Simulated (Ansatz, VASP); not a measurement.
## TiAl: VASP beside Ansatz

File INCAR:

```
PREC = Accurate ; ENCUT = 520
EDIFF = 1E-6 ; ISMEAR = 0
SIGMA = 0.15 ; LREAL = F
LASPH = T ; NELM = 100
ALGO = Normal ; ISIF = 2
LWAVE = F ; LCHARG = F
NBANDS = 14
```

The input KPOINTS:

```
regular mesh
0
Gamma
  14 14 14
```

File POSCAR:

```
TiAl
1.0
    3.1240862282      0.0000000000      0.0000000000
    0.0000000000      3.3818233420      0.0000000000
    0.0000000000      0.0000000000      3.1240862282
Ti Al
1 1
Direct
    0.0000000000      0.0000000000      0.0000000000
    0.5000000000      0.5000000000      0.5000000000
```

Input for Ansatz:

```yaml
crystal:
  lattice:
    - [3.1240862282, 0.0, 0.0]
    - [0.0, 3.381823342, 0.0]
    - [0.0, 0.0, 3.1240862282]
  atoms:
    - { symbol: Ti, position: [0.0, 0.0, 0.0] }
    - { symbol: Al, position: [0.5, 0.5, 0.5] }
basis:
  ecutwfc: 520.0
kpoints:
  mp_grid: { grid: [14, 14, 14] }
hamiltonian:
  xc: lda
  pseudopotentials: { kind: paw, azcp: { folder: soft_1 } }
scf:
  occupations: { method: gaussian, width: 0.15 }
output:
  forces: true
  stress: true
  eigenvalues: true
```

Change from the starting cell: normal strain along x +0.0000, normal strain along y +0.0825.

Alike in both runs: task single point; functional LDA; k mesh 14 × 14 × 14; occupations gaussian, width 0.15 eV; no spin polarisation.

|  | VASP | Ansatz |
| --- | --- | --- |
| version | VASP 6.6.1 | Ansatz 0.2.0 |
| potentials or method | VASP PAW LDA potentials, release 64 (Ti_sv, Al), cutoff 520 eV | scalar-relativistic, plane waves, PAW |
| valence electrons in the cell | 15 | 15 |

Ansatz gave:

- gap on the k mesh at the Fermi level (eV): none
- pressure (GPa): -8.4
- traceless stress, the component that is largest in VASP (GPa): 4.07

**Question.** Which values does VASP return?

**Answer.** gap on the k mesh at the Fermi level (eV): none; pressure (GPa): -8.2; traceless stress, the component that is largest in VASP (GPa): 4.08.

Ansatz warns that its potentials were made for another functional, while VASP's fit it. LDA's correlation is that of Perdew and Zunger in VASP and of Perdew and Wang (1992) in Ansatz. A gap of «none» marks a metal or a gap that the smearing closes.
